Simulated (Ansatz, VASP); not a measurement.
Two plane-wave programs on SiC

File INCAR:

```
ALGO     = Normal         # electronic algorithm
EDIFF    = 1E-6           # SCF threshold, eV
EDIFFG   = -0.008         # ionic threshold
ENCUT    = 520            # plane-wave cutoff, eV
GGA      = PE             # functional
IBRION   = 2              # ionic algorithm
ISIF     = 2              # what is computed and relaxed
ISMEAR   = 0              # smearing method
LASPH    = True           # aspherical terms in the spheres
LCHARG   = False          # write CHGCAR
LREAL    = False          # projectors in reciprocal space
LWAVE    = False          # write WAVECAR
NELM     = 100            # most SCF steps
NSW      = 60             # ionic steps
PREC     = Accurate       # precision mode
SIGMA    = 0.02           # smearing width, eV
```

KPOINTS

```
k-points
0
Gamma
  12 12 6
```

File POSCAR:

```
SiC
1.0
    3.0919365174      0.0000000000      0.0000000000
   -1.5459682587      2.6776955709      0.0000000000
    0.3044575374      0.0000000000      5.0742922898
Si C
2 2
Direct
    0.3313853853      0.6665038460      0.4996710685
    0.6648815393      0.3334961540      0.9996710685
    0.3355153661      0.6672976568      0.8753289315
    0.6682177093      0.3327023432      0.3753289315
```

Input for Ansatz:

```yaml
crystal:
  lattice:
    - [3.0919365174, 0.0, 0.0]
    - [-1.5459682587, 2.6776955709, 0.0]
    - [0.3044575374, 0.0, 5.0742922898]
  atoms:
    - { symbol: Si, position: [0.3313853853, 0.666503846, 0.4996710685] }
    - { symbol: Si, position: [0.6648815393, 0.333496154, 0.9996710685] }
    - { symbol: C, position: [0.3355153661, 0.6672976568, 0.8753289315] }
    - { symbol: C, position: [0.6682177093, 0.3327023432, 0.3753289315] }
basis:
  ecutwfc: 420
kpoints:
  mp_grid: { grid: [12, 12, 6] }
hamiltonian:
  xc: pbe
scf:
  occupations: { method: gaussian, width: 0.02 }
output:
  forces: true
  stress: true
  eigenvalues: true
relax:
  adjacent_minimum: "off"
  f_tol: 0.008
  max_steps: 40
```

Change from the starting cell: shear of c along a, cell held, atoms relaxed: +6.0 %.

Alike in both runs: task relaxation of the atoms; functional PBE; k mesh 12 × 12 × 6; occupations gaussian, width 0.02 eV; no spin polarisation.

```csv
,VASP,Ansatz
version,VASP 6.6.1,Ansatz 0.2.0
potentials or method,"VASP PAW PBE potentials, release 64 (Si, C), cutoff 520 eV","scalar-relativistic, plane waves, PAW"
valence electrons in the cell,16,16
```

Ansatz gave:

```
gap on the k mesh at the Fermi level, each at its own relaxed structure (eV) : 2.14
```

Question: Estimate VASP's values.

Answer: gap on the k mesh at the Fermi level, each at its own relaxed structure (eV): 2.13.

Ansatz's warnings: stress scf threshold loose.
